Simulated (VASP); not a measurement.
# Ti3H2 (P-62m) in VASP: single point with PBE

Aim: the single point of Ti3H2 with PBE.

Program: VASP 6.6.1. These are calculated values, not measurements. Logs are shortened: lines on timing, memory, paths and dates and some standing lists are left out, and cuts for length are marked.

### 1 The cell of the first run

The structure is hexagonal, space group P-62m (No. 189). The conventional cell has a = 4.903 Å, b = 4.903 Å, c = 2.641 Å, α = 90.00°, β = 90.00°, γ = 120.00°. Within 2.9 Å of Ti (site symmetry m2m) lie 4 H at 2.10 Å and 8 Ti at 2.64 to 2.84 Å. Within 2.9 Å of H (site symmetry -6) lie 6 Ti at 2.10 Å and 5 H at 2.64 to 2.83 Å.

The cell was built from a structure type or drawn by symmetry, and may not be a known phase.

### 2 Single point, PBE

INCAR

```
  ALGO = Normal
  EDIFF = 1E-6
  ENCUT = 500
  GGA = PE
  GGA_COMPAT = F
  ISIF = 2
  ISMEAR = 0
  LASPH = T
  LCHARG = F
  LREAL = F
  LWAVE = F
  NBANDS = 27
  NELM = 120
  PREC = Accurate
  SIGMA = 0.2
```

KPOINTS

```
k-points
0
Gamma
  5 5 4
```

POSCAR

```
Ti3H2
1.0
    4.9028651519     -0.0000000036      0.0000000000
   -2.4514325729      4.2460057747      0.0000000000
    0.0000000000      0.0000000000      2.6408955795
Ti H
3 2
Direct
    0.3322076063      0.0000000000      0.5000000000
    0.0000000000      0.3322076063      0.5000000000
    0.6677923937      0.6677923937      0.5000000000
    0.3333333333      0.6666666667      0.0000000000
    0.6666666667      0.3333333333      0.0000000000
```

Potentials or basis: VASP PAW PBE potentials, release 64 (Ti_sv, H).

Started as:

```console
> cat potpaw_PBE.64/Ti_sv/POTCAR potpaw_PBE.64/H/POTCAR > POTCAR
> mpirun -np 1 vasp_std > vasp.out
```

OUTCAR:

```text
EDIFF = 1E-6
   ENCUT = 500
   GGA = PE
   ISIF = 2
   ISMEAR = 0
   LASPH = T
   LREAL = F
   NELM = 120
   PREC = Accurate

 ion  position               nearest neighbor table
   1  0.332  0.000  0.500-   3 2.82   2 2.82   2 2.84   3 2.84   2 2.84   3 2.84
   2  0.000  0.332  0.500-   3 2.82   1 2.82   3 2.84   1 2.84   1 2.84   3 2.84
   3  0.668  0.668  0.500-   1 2.82   2 2.82   2 2.84   1 2.84   1 2.84   2 2.84
   4  0.333  0.667  0.000-
   5  0.667  0.333  0.000-

  LATTYP: Found a hexagonal cell.
 ALAT       =     4.9028651519
 C/A-ratio  =     0.5386433234

  Lattice vectors:

 A1 = (   4.9028651519,  -0.0000000036,   0.0000000000)
 A2 = (  -2.4514325729,   4.2460057747,   0.0000000000)
 A3 = (   0.0000000000,   0.0000000000,   2.6408955795)

Analysis of symmetry for initial positions (statically):
=====================================================================
 Subroutine PRICEL returns:
 Original cell was already a primitive cell.

 Routine SETGRP: Setting up the symmetry group for a
 hexagonal supercell.

 Subroutine GETGRP returns: Found 12 space group operations
 (whereof 12 operations were pure point group operations)
 out of a pool of 24 trial point group operations.

The static configuration has the point symmetry D_3h.

Analysis of symmetry for dynamics (positions and initial velocities):
=====================================================================
 Subroutine PRICEL returns:
 Original cell was already a primitive cell.

 Routine SETGRP: Setting up the symmetry group for a
 hexagonal supercell.

 Subroutine GETGRP returns: Found 12 space group operations
 (whereof 12 operations were pure point group operations)
 out of a pool of 24 trial point group operations.

The dynamic configuration has the point symmetry D_3h.

 Subroutine INISYM returns: Found 12 space group operations
 (whereof 12 operations are pure point group operations),
 and found     1 'primitive' translations

----------------------------------------------------------------------------------------

                                     Primitive cell

  volume of cell :      54.9771

  direct lattice vectors                    reciprocal lattice vectors
     4.902865152 -0.000000004  0.000000000     0.203962371  0.117757730  0.000000000
    -2.451432573  4.246005775  0.000000000     0.000000000  0.235515459  0.000000000
     0.000000000  0.000000000  2.640895579     0.000000000  0.000000000  0.378659424

  length of vectors
     4.902865152  4.902865152  2.640895579     0.235515459  0.235515459  0.378659424

  position of ions in fractional coordinates (direct lattice)
     0.332207606  1.000000000  0.500000000
     0.000000000  0.332207606  0.500000000
     0.667792394  0.667792394  0.500000000
     0.333333333  0.666666667  0.000000000
     0.666666667  0.333333333  0.000000000

  ion indices of the primitive-cell ions
   primitive index   ion index
                 1           1
                 2           2
                 3           3
                 4           4
                 5           5

----------------------------------------------------------------------------------------

 KPOINTS: k-points

Automatic generation of k-mesh.
 Grid dimensions read from file:
 generate k-points for:    5    5    4

 Generating k-lattice:

  Cartesian coordinates                     Fractional coordinates (reciprocal lattice)
     0.040792474  0.023551546  0.000000000     0.200000000  0.000000000  0.000000000
     0.000000000  0.047103092  0.000000000    -0.000000000  0.200000000  0.000000000
     0.000000000  0.000000000  0.094664856     0.000000000  0.000000000  0.250000000

  Length of vectors
     0.047103092  0.047103092  0.094664856

  Shift w.r.t. Gamma in fractional coordinates (k-lattice)
     0.000000000  0.000000000  0.000000000

 Subroutine IBZKPT returns following result:
 ===========================================

 Found     15 irreducible k-points:

 Following reciprocal coordinates:
            Coordinates               Weight
  0.000000  0.000000  0.000000      1.000000
  0.200000  0.000000  0.000000      6.000000
  0.400000  0.000000  0.000000      6.000000
  0.200000  0.200000  0.000000      6.000000
  0.400000  0.200000  0.000000      6.000000
  0.000000  0.000000  0.250000      2.000000
  0.200000  0.000000  0.250000     12.000000
  0.400000  0.000000  0.250000     12.000000
  0.200000  0.200000  0.250000     12.000000
  0.400000  0.200000  0.250000     12.000000
  0.000000  0.000000  0.500000      1.000000
  0.200000  0.000000  0.500000      6.000000
  0.400000  0.000000  0.500000      6.000000
  0.200000  0.200000  0.500000      6.000000
  0.400000  0.200000  0.500000      6.000000
   k-points           NKPTS =     15   k-points in BZ     NKDIM =     15   number of bands    NBANDS=     27
   number of dos      NEDOS =    301   number of ions     NIONS =      5
   total plane-waves  NPLWV =  25920
   dimension x,y,z NGX =    36 NGY =   36 NGZ =   20
   dimension x,y,z NGXF=    72 NGYF=   72 NGZF=   40
   ions per type =               3   2
   NGX,Y,Z   is equivalent  to a cutoff of  12.21, 12.21, 12.59 a.u.
   NGXF,Y,Z  is equivalent  to a cutoff of  24.41, 24.41, 25.18 a.u.
 SYSTEM =  unknown system
   PREC   = accura    normal or accurate (medium, high low for compatibility)
   ISTART =      0    job   : 0-new  1-cont  2-samecut
   ICHARG =      2    charge: 1-file 2-atom 10-const
   ISPIN  =      1    spin polarized calculation?
   LNONCOLLINEAR =      F non collinear calculations
   LSORBIT =      F    spin-orbit coupling
   LASPH  =      T    aspherical Exc in radial PAW
   ENCUT  =  500.0 eV  36.75 Ry    6.06 a.u.   8.94  8.94  4.81*2*pi/ulx,y,z
   NELM   =    120;   NELMIN=  2; NELMDL= -5     # of ELM steps
   EDIFF  = 0.1E-05   stopping-criterion for ELM
   LREAL  =      F    real-space projection
   EDIFFG = 0.1E-04   stopping-criterion for IOM
   NSW    =      0    number of steps for IOM
   IBRION =     -1    ionic relax: 0-MD 1-quasi-New 2-CG
   NFREE  =      0    steps in history (QN), initial steepest desc. (CG)
   ISIF   =      2    stress and relaxation
   ISYM   =      2    0-nonsym 1-usesym 2-fastsym
   POTIM  = 0.5000    time-step for ionic-motion
   TEBEG  =    0.0;   TEEND  =   0.0 temperature during run
   PSTRESS=    0.0 pullay stress
   NELECT =      38.0000    total number of electrons
   NUPDOWN=      -1.0000    fix difference up-down
   EMIN   =  10.00;   EMAX   =-10.00  energy-range for DOS
   EFERMI =   0.00;   METHOD = LEGACY
   ISMEAR =     0;   SIGMA  =   0.20  broadening in eV -4-tet -1-fermi 0-gaus
   EFERMI_NEDOS =   21; number of points for ismear=-14 and -15
   IALGO  =     38    algorithm
   IMIX   =      4    mixing-type and parameters
     AMIX     =   0.40;   BMIX     =  1.00
     AMIX_MAG =   1.60;   BMIX_MAG =  1.00
  volume/ion in A,a.u.               =      11.00        74.20
  Fermi-wavevector in a.u.,A,eV,Ry     =   1.447467  2.735317 28.506406  2.095162
  Thomas-Fermi vector in A             =   2.565419
   LORBIT       =      0    0 simple, 1 ext, 2 COOP (PROOUT), +10 PAW based schemes
   GGA     = PE    functional components
   LHFCALC =     F    Hartree Fock is set to
   AEXX    =    0.0000 exact exchange contribution
   IVDW    =     0    specifies the selected vdW correction
   LEPSILON=     F    determine dielectric tensor
   LRPA    =     F    only Hartree local field effects (RPA)
 non-spin polarized calculation
 Gauss-broadening in eV      SIGMA  =   0.20
  energy-cutoff  :      500.00
  volume of cell :       54.98
 maximum number of plane-waves:      1426
 NGX is ok and might be reduce to    36
   NGX = 17   NGY = 17   NGZ =  9

 number of electron      37.9999972 magnetization

 Free energy of the ion-electron system (eV)
  ---------------------------------------------------
  ext. energy  EPLUGINS =         0.00000000
  ---------------------------------------------------
  free energy    TOTEN  =       -30.55080851 eV

  energy without entropy =      -30.50056199  energy(sigma->0) =      -30.52568525

 E-fermi :   8.5623     XC(G=0): -11.6270

 val. band max:        8.5412010326   @ k =   0.4000   0.0000   0.5000
 cond. band min:       8.6128807661   @ k =   0.2000   0.2000   0.5000
 fundamental gap:      0.0716797334
 Fermi energy:         8.5622944609

 k-point     1 :       0.0000    0.0000    0.0000
  band No.  band energies     occupation
      1     -48.3530      2.00000
      2     -48.2222      2.00000
      3     -48.2222      2.00000
      4     -24.7225      2.00000
      5     -24.6692      2.00000
      6     -24.6692      2.00000
[... 19 lines left out ...]
     26      10.8271      0.00000
     27      11.9869      0.00000

 k-point     2 :       0.2000    0.0000    0.0000
  band No.  band energies     occupation
      1     -48.3385      2.00000
      2     -48.2314      2.00000
      3     -48.2278      2.00000
      4     -24.8157      2.00000
      5     -24.7542      2.00000
      6     -24.5341      2.00000
[... 19 lines left out ...]
     26      11.2433      0.00000
     27      11.7168      0.00000

 k-point     3 :       0.4000    0.0000    0.0000
  band No.  band energies     occupation
      1     -48.3020      2.00000
      2     -48.2606      2.00000
      3     -48.2355      2.00000
      4     -24.8835      2.00000
      5     -24.6904      2.00000
      6     -24.4921      2.00000
[... 19 lines left out ...]
     26      11.4355      0.00000
     27      11.5186      0.00000

 k-point     4 :       0.2000    0.2000    0.0000
  band No.  band energies     occupation
      1     -48.3132      2.00000
      2     -48.2425      2.00000
      3     -48.2424      2.00000
      4     -24.8229      2.00000
      5     -24.7808      2.00000
      6     -24.4441      2.00000
[... 19 lines left out ...]
     26      11.4608      0.00000
     27      11.5203      0.00000
[... 246 lines left out ...]
      4     -25.0645      2.00000
      5     -25.0108      2.00000
      6     -24.9787      2.00000
[... 19 lines left out ...]
     26      11.6290      0.00000
     27      11.8465      0.00000

 k-point    14 :       0.2000    0.2000    0.5000
  band No.  band energies     occupation
      1     -48.1886      2.00000
      2     -48.1224      2.00000
      3     -48.1223      2.00000
      4     -25.0786      2.00000
      5     -24.9893      2.00000
      6     -24.9860      2.00000
[... 19 lines left out ...]
     26      10.8193      0.00000
     27      12.0076      0.00000

 k-point    15 :       0.4000    0.2000    0.5000
  band No.  band energies     occupation
      1     -48.1531      2.00000
      2     -48.1529      2.00000
      3     -48.1276      2.00000
      4     -25.0337      2.00000
      5     -25.0261      2.00000
      6     -24.9943      2.00000
[... 19 lines left out ...]
     26      11.4588      0.00000
     27      11.5034      0.00000

------------------------ aborting loop because EDIFF is reached ----------------------------------------

  FORCE on cell =-STRESS in cart. coord.  units (eV):
  Direction    XX          YY          ZZ          XY          YZ          ZX
  --------------------------------------------------------------------------------------
  -------------------------------------------------------------------------------------
  Total       -0.0017041     -0.0017041     -0.0418223      0.0000000      0.0000000      0.0000000
  in kB       -0.0496621     -0.0496621     -1.2188127      0.0000000      0.0000000      0.0000000
  external PRESSURE =      -0.4393790 kB  Pullay stress =       0.0000000 kB

 VOLUME and BASIS-vectors are now :
 -----------------------------------------------------------------------------
  energy-cutoff  :      500.00
  volume of cell :       54.98
      direct lattice vectors                 reciprocal lattice vectors
     4.902865152 -0.000000004  0.000000000     0.203962371  0.117757730  0.000000000
    -2.451432573  4.246005775  0.000000000     0.000000000  0.235515459  0.000000000
     0.000000000  0.000000000  2.640895579     0.000000000  0.000000000  0.378659424

 POSITION                                       TOTAL-FORCE (eV/Angst)
 -----------------------------------------------------------------------------------
      1.62877     -0.00000      1.32045        -0.015132      0.000000      0.000000
     -0.81438      1.41056      1.32045         0.007566     -0.013105     -0.000000
      1.63705      2.83545      1.32045         0.007566      0.013105      0.000000
      0.00000      2.83067      0.00000         0.000000     -0.000000     -0.000000
      2.45143      1.41534      0.00000         0.000000      0.000000     -0.000000
 -----------------------------------------------------------------------------------
    total drift:                                0.000000      0.000000      0.000000

  FREE ENERGIE OF THE ION-ELECTRON SYSTEM (eV)
  ---------------------------------------------------
  free  energy   TOTEN  =       -30.5508085063 eV

  energy  without entropy=      -30.5005619877  energy(sigma->0) =      -30.52568525
```

Wall time 18 s (1 thread of AMD EPYC 9R45 (Zen 5), shared host); peak memory 0.14 GiB.

Results:

| Property | Result |
| --- | --- |
| Free energy | -30.5508 eV |
| Pressure | 0.0 GPa |
| Largest force | 0.015 eV/Å |
| Band gap on the k mesh | zero (bands 19 and 20 overlap by 1.93 eV) |

Forces on the atoms (eV/Å):
```
Ti  -0.015  0.000  0.000
Ti   0.008 -0.013  0.000
Ti   0.008  0.013  0.000
H    0.000  0.000  0.000
H    0.000  0.000  0.000
```

Levels at points of the mesh, in eV from the Fermi level:
```tsv
k point	band 16	band 17	band 18	band 19	band 20	band 21	band 22	band 23
(0.00, 0.00, 0.00)	-1.71	-1.34	-1.34	-1.18	-1.18	0.58	0.58	2.05
(0.00, 0.00, 0.50)	-1.88	-1.88	-1.17	0.25	0.77	0.82	0.82	1.18
```

Caveat: the k points lie up to 0.59 Å⁻¹ apart, too coarse for converged energies and pressures of a metal.
